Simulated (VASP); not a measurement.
# Mo (Pm-3m) in VASP: a series of runs

The runs below take Mo through single point, with BLYP.

All numbers are computed with VASP 6.6.1; they aren't measurements. Logs are shortened: lines on timing, memory, paths and dates and some standing lists are left out, and cuts for length are marked.

## (1) The cell of the first run

Symmetry: Pm-3m, No. 221, cubic system. Conventional cell: a = 2.532 Å, b = 2.532 Å, c = 2.532 Å, α = 90.00°, β = 90.00°, γ = 90.00°. Mo (site symmetry m-3m) has 6 Mo at 2.53 Å within 3.3 Å.

## (2) Single point, BLYP (volume scaled by 0.88)

The input, INCAR:

```
SYSTEM = Mo
AGGAC = 1.0
AGGAX = 1.0
ALDAC = 0.0
ALDAX = 1.0
ALGO = Normal
EDIFF = 1E-6
ENCUT = 520
GGA = B5
ISIF = 2
ISMEAR = -1
LASPH = .True.
LCHARG = .False.
LREAL = .False.
LWAVE = .False.
NBANDS = 13
NELM = 80
PREC = Accurate
SIGMA = 0.1
```

The input, KPOINTS:

```
k-points
0
Gamma
  13 13 13
  0 0 0
```

The input, POSCAR:

```
Mo
1.0
    2.5324762646      0.0000000000      0.0000000000
    0.0000000000      2.5324762646      0.0000000000
    0.0000000000      0.0000000000      2.5324762646
Mo
1
Direct
    0.0000000000      0.0000000000      0.0000000000
```

Potentials or basis: VASP PAW PBE potentials, release 64 (Mo_sv).

Run with:

```
> cat potpaw_PBE.64/Mo_sv/POTCAR > POTCAR
> mpirun -np 1 vasp_std > vasp.out
```

OUTCAR:

```text
SYSTEM = Mo
   EDIFF = 1E-6
   ENCUT = 520
   GGA = B5
   ISIF = 2
   ISMEAR = -1
   LASPH = .True.
   LREAL = .False.
   NELM = 80
   PREC = Accurate

 ion  position               nearest neighbor table
   1  0.000  0.000  0.000-

  LATTYP: Found a simple cubic cell.
 ALAT       =     2.5324762646

  Lattice vectors:

 A1 = (   2.5324762646,   0.0000000000,   0.0000000000)
 A2 = (   0.0000000000,   2.5324762646,   0.0000000000)
 A3 = (   0.0000000000,   0.0000000000,   2.5324762646)

Analysis of symmetry for initial positions (statically):
=====================================================================
 Subroutine PRICEL returns:
 Original cell was already a primitive cell.

 Routine SETGRP: Setting up the symmetry group for a
 simple cubic supercell.

 Subroutine GETGRP returns: Found 48 space group operations
 (whereof 48 operations were pure point group operations)
 out of a pool of 48 trial point group operations.

The static configuration has the point symmetry O_h .

Analysis of symmetry for dynamics (positions and initial velocities):
=====================================================================
 Subroutine PRICEL returns:
 Original cell was already a primitive cell.

 Routine SETGRP: Setting up the symmetry group for a
 simple cubic supercell.

 Subroutine GETGRP returns: Found 48 space group operations
 (whereof 48 operations were pure point group operations)
 out of a pool of 48 trial point group operations.

The dynamic configuration has the point symmetry O_h .

 Subroutine INISYM returns: Found 48 space group operations
 (whereof 48 operations are pure point group operations),
 and found     1 'primitive' translations

----------------------------------------------------------------------------------------

                                     Primitive cell

  volume of cell :      16.2419

  direct lattice vectors                    reciprocal lattice vectors
     2.532476265  0.000000000  0.000000000     0.394870433  0.000000000  0.000000000
     0.000000000  2.532476265  0.000000000     0.000000000  0.394870433  0.000000000
     0.000000000  0.000000000  2.532476265     0.000000000  0.000000000  0.394870433

  length of vectors
     2.532476265  2.532476265  2.532476265     0.394870433  0.394870433  0.394870433

  position of ions in fractional coordinates (direct lattice)
     0.000000000  0.000000000  0.000000000

[... 81 lines left out ...]
   ISIF   =      2    stress and relaxation
   ISYM   =      2    0-nonsym 1-usesym 2-fastsym
   POTIM  = 0.5000    time-step for ionic-motion
   TEBEG  =    0.0;   TEEND  =   0.0 temperature during run
   PSTRESS=    0.0 pullay stress
   NELECT =      14.0000    total number of electrons
   NUPDOWN=      -1.0000    fix difference up-down
   EMIN   =  10.00;   EMAX   =-10.00  energy-range for DOS
   EFERMI =   0.00;   METHOD = LEGACY
   ISMEAR =    -1;   SIGMA  =   0.10  broadening in eV -4-tet -1-fermi 0-gaus
   EFERMI_NEDOS =   21; number of points for ismear=-14 and -15
   IALGO  =     38    algorithm
   IMIX   =      4    mixing-type and parameters
     AMIX     =   0.40;   BMIX     =  1.00
     AMIX_MAG =   1.60;   BMIX_MAG =  1.00
  volume/ion in A,a.u.               =      16.24       109.61
  Fermi-wavevector in a.u.,A,eV,Ry     =   1.558017  2.944225 33.027003  2.427416
  Thomas-Fermi vector in A             =   2.661583
   LORBIT       =      0    0 simple, 1 ext, 2 COOP (PROOUT), +10 PAW based schemes
   GGA     = B5    functional components
   LHFCALC =     F    Hartree Fock is set to
   AEXX    =    0.0000 exact exchange contribution
   IVDW    =     0    specifies the selected vdW correction
   LEPSILON=     F    determine dielectric tensor
   LRPA    =     F    only Hartree local field effects (RPA)
 non-spin polarized calculation
  energy-cutoff  :      520.00
  volume of cell :       16.24
 maximum number of plane-waves:       461
 NGX is ok and might be reduce to    20
   NGX =  9   NGY =  9   NGZ =  9

 number of electron      14.0000005 magnetization

 Free energy of the ion-electron system (eV)
  ---------------------------------------------------
  ext. energy  EPLUGINS =         0.00000000
  ---------------------------------------------------
  free energy    TOTEN  =        -8.42670083 eV

  energy without entropy =       -8.40368999  energy(sigma->0) =       -8.41519541

 E-fermi :  12.3951     XC(G=0): -12.3605

 val. band max:       12.3650022135   @ k =   0.3846   0.0000   0.0000
 cond. band min:      12.4878516588   @ k =   0.3077   0.3077   0.1538
 fundamental gap:      0.1228494453
 Fermi energy:        12.3950732634

 k-point     1 :       0.0000    0.0000    0.0000
  band No.  band energies     occupation
      1     -48.5668      2.00000
      2     -21.7599      2.00000
      3     -21.7599      2.00000
      4     -21.7599      2.00000
      5       5.9051      2.00000
      6       7.7929      2.00000
      7       7.7929      2.00000
      8      16.6320      0.00000
      9      16.6320      0.00000
     10      16.6320      0.00000
     11      28.7327      0.00000
     12      28.7327      0.00000
     13      28.7327      0.00000
[... 354 lines left out ...]
  band No.  band energies     occupation
      1     -48.1590      2.00000
      2     -23.2246      2.00000
      3     -22.8375      2.00000
      4     -21.4941      2.00000
      5       8.0403      2.00000
      6       9.4022      2.00000
      7      13.6974      0.00000
      8      13.8423      0.00000
      9      14.5715      0.00000
     10      15.9792      0.00000
     11      22.6947      0.00000
     12      27.8750      0.00000
     13      30.3324      0.00000

 [... further k-points ...]

------------------------ aborting loop because EDIFF is reached ----------------------------------------

  FORCE on cell =-STRESS in cart. coord.  units (eV):
  Direction    XX          YY          ZZ          XY          YZ          ZX
  --------------------------------------------------------------------------------------
  -------------------------------------------------------------------------------------
  Total        2.9165154      2.9165154      2.9165154      0.0000000      0.0000000      0.0000000
  in kB      287.6992316    287.6992316    287.6992316      0.0000000      0.0000000      0.0000000
  external PRESSURE =     287.6992316 kB  Pullay stress =       0.0000000 kB

 VOLUME and BASIS-vectors are now :
 -----------------------------------------------------------------------------
  energy-cutoff  :      520.00
  volume of cell :       16.24
      direct lattice vectors                 reciprocal lattice vectors
     2.532476265  0.000000000  0.000000000     0.394870433  0.000000000  0.000000000
     0.000000000  2.532476265  0.000000000     0.000000000  0.394870433  0.000000000
     0.000000000  0.000000000  2.532476265     0.000000000  0.000000000  0.394870433

 POSITION                                       TOTAL-FORCE (eV/Angst)
 -----------------------------------------------------------------------------------
      0.00000      0.00000      0.00000         0.000000      0.000000      0.000000
 -----------------------------------------------------------------------------------
    total drift:                                0.000000      0.000000      0.000000

  FREE ENERGIE OF THE ION-ELECTRON SYSTEM (eV)
  ---------------------------------------------------
  free  energy   TOTEN  =        -8.4267008321 eV

  energy  without entropy=       -8.4036899944  energy(sigma->0) =       -8.41519541
```

OSZICAR:

```text
N       E                     dE             d eps       ncg     rms          rms(c)
DAV:   1     0.997505951146E+02    0.99751E+02   -0.81829E+03  2192   0.111E+03
DAV:   2    -0.752970204408E+01   -0.10728E+03   -0.10289E+03  2474   0.315E+02
DAV:   3    -0.871828476431E+01   -0.11886E+01   -0.11853E+01  2559   0.334E+01
DAV:   4    -0.872133914102E+01   -0.30544E-02   -0.30543E-02  2409   0.205E+00
DAV:   5    -0.872136035220E+01   -0.21211E-04   -0.21211E-04  2534   0.154E-01    0.137E+01
DAV:   6    -0.845468829780E+01    0.26667E+00   -0.35706E-01  2214   0.712E+00    0.505E+00
DAV:   7    -0.842695753959E+01    0.27731E-01   -0.71638E-02  2379   0.307E+00    0.853E-01
DAV:   8    -0.842670110178E+01    0.25644E-03   -0.38399E-03  2344   0.741E-01    0.111E-01
DAV:   9    -0.842669488670E+01    0.62151E-05   -0.21144E-05  2604   0.563E-02    0.660E-02
DAV:  10    -0.842670050573E+01   -0.56190E-05   -0.26602E-05  2399   0.606E-02    0.351E-03
DAV:  11    -0.842670083208E+01   -0.32635E-06   -0.36887E-07  1527   0.783E-03
   1 F= -.84267008E+01 E0= -.84151954E+01  d E =-.230108E-01
```

stdout:

```text
POSCAR found type information on POSCAR Mo
 POSCAR found :  1 types and       1 ions
 scaLAPACK will be used
 -----------------------------------------------------------------------------
|                                                                             |
|                                                                             |
|     You enforced a specific xc type in the INCAR file but a different       |
|     I HOPE YOU KNOW WHAT YOU ARE DOING!                                     |
|                                                                             |
 -----------------------------------------------------------------------------

 LDA part: xc-table for (Slater(with rela. corr.)+VWN5), standard interpolation
 POSCAR, INCAR and KPOINTS ok, starting setup
 FFT: planning ... GRIDC
 FFT: planning ... GRID_SOFT
 FFT: planning ... GRID
 WAVECAR not read
 entering main loop
```

Run time: 8.5 s. Hardware: 1 thread of Intel Xeon Platinum 8559C (Emerald Rapids), shared host; peak memory 0.13 GiB.

What came out:

```
Free energy            : -8.4267 eV
Pressure               : 28.8 GPa
Band gap on the k mesh : zero (band 7 reaches 13.93 eV, above the bottom of band 8 at 11.68 eV)
```

Caveat: the PAW data sets were made with another functional, which shifts forces and pressure a little.

## (3) Single point, BLYP (volume scaled by 0.92)

The input, INCAR:

```
SYSTEM = Mo
AGGAC = 1.0 ; AGGAX = 1.0
ALDAC = 0.0 ; ALDAX = 1.0
ALGO = Normal ; EDIFF = 1E-7
ENCUT = 520 ; GGA = B5
ISIF = 2 ; ISMEAR = -1
LASPH = .True. ; LCHARG = .False.
LREAL = .False. ; LWAVE = .False.
NBANDS = 13 ; NELM = 100
PREC = Accurate ; SIGMA = 0.1
```

KPOINTS is that of step 2.

The input, POSCAR:

```
Mo
1.0
    2.5702799912      0.0000000000      0.0000000000
    0.0000000000      2.5702799912      0.0000000000
    0.0000000000      0.0000000000      2.5702799912
Mo
1
Direct
    0.0000000000      0.0000000000      0.0000000000
```

Potentials or basis: VASP PAW PBE potentials, release 64 (Mo_sv).

Run with:

```
> cat potpaw_PBE.64/Mo_sv/POTCAR > POTCAR
> mpirun -np 1 vasp_std > vasp.out
```

Run time: 9.4 s. Hardware: 1 thread of Intel Xeon Platinum 8559C (Emerald Rapids), shared host; peak memory 0.13 GiB.

The run converged. Its results:

```
Free energy            : -8.5315 eV
Pressure               : 17.0 GPa
Band gap on the k mesh : zero (band 7 reaches 13.19 eV, above the bottom of band 8 at 11.08 eV)
```

Levels at points of the mesh, in eV from the Fermi level:
| k point | band 3 | band 4 | band 5 | band 6 | band 7 | band 8 | band 9 | band 10 | band 11 | band 12 |
| --- | --- | --- | --- | --- | --- | --- | --- | --- | --- | --- |
| (0.00, 0.00, 0.00) | -34.24 | -34.24 | -6.37 | -4.36 | -4.36 | 3.98 | 3.98 | 3.98 | 15.94 | 15.94 |

Caveat: the PAW data sets were made with another functional, which shifts forces and pressure a little.

## (4) Single point, BLYP (volume scaled by 0.96)

The input, INCAR:

```
SYSTEM = Mo
PREC     = Accurate       ! precision mode
ENCUT    = 520            ! plane-wave cutoff, eV
EDIFF    = 1E-7           ! SCF threshold, eV
ISMEAR   = -1             ! smearing method
SIGMA    = 0.1            ! smearing width, eV
LREAL    = .False.        ! projectors in reciprocal space
LASPH    = .True.         ! aspherical terms in the spheres
NELM     = 60             ! most SCF steps
ALGO     = Normal         ! electronic algorithm
ISIF     = 2              ! what is computed and relaxed
LWAVE    = .False.        ! write WAVECAR
LCHARG   = .True.         ! write CHGCAR
GGA      = B5             ! functional
ALDAX    = 1.0          
AGGAX    = 1.0          
AGGAC    = 1.0          
ALDAC    = 0.0          
LELF     = .True.         ! ELF
LVHAR    = .True.       
NBANDS   = 13             ! bands
```

The input, KPOINTS:

```
Automatic mesh
0
Gamma
  13 13 13
  0 0 0
```

The input, POSCAR:

```
Mo
1.0
    2.6070032383      0.0000000000      0.0000000000
    0.0000000000      2.6070032383      0.0000000000
    0.0000000000      0.0000000000      2.6070032383
Mo
1
Direct
    0.0000000000      0.0000000000      0.0000000000
```

Run with:

```
> cat potpaw_PBE.64/Mo_sv/POTCAR > POTCAR
> mpirun -np 1 vasp_std > vasp.out
```

Run time: 9.7 s. Hardware: 1 thread of Intel Xeon Platinum 8559C (Emerald Rapids), shared host; peak memory 0.13 GiB.

The run converged. Its results:

| Item | Value |
| --- | --- |
| Free energy | -8.5874 eV |
| Pressure | 7.5 GPa |
| Band gap on the k mesh | zero (band 7 reaches 12.49 eV, above the bottom of band 8 at 10.52 eV) |

Levels at points of the mesh, in eV from the Fermi level:
```
           k point  band 5  band 6  band 7  band 8  band 9  band 10
(0.00, 0.00, 0.00)   -6.24   -4.14   -4.14    3.75    3.75     3.75
```

Caveat: the PAW data sets were made with another functional, which shifts forces and pressure a little.

## (5) The runs side by side

| cell | gap on the mesh (eV) | pressure (GPa) |
| --- | --- | --- |
| a = 2.532 Å, 1 atom | none | 28.8 |
| a = 2.570 Å, 1 atom | none | 17.0 |
| a = 2.607 Å, 1 atom | none | 7.5 |

Alike in all rows: task single point; level BLYP; potentials or basis VASP PAW PBE potentials, release 64 (Mo_sv); no spin polarisation; k mesh 13 × 13 × 13; cutoff (eV) 520; smearing fermi-dirac 0.1 eV.

Caveats: the PAW data sets were made with another functional, which shifts forces and pressure a little.

Absolute energies hang on the potentials; compare differences alone.
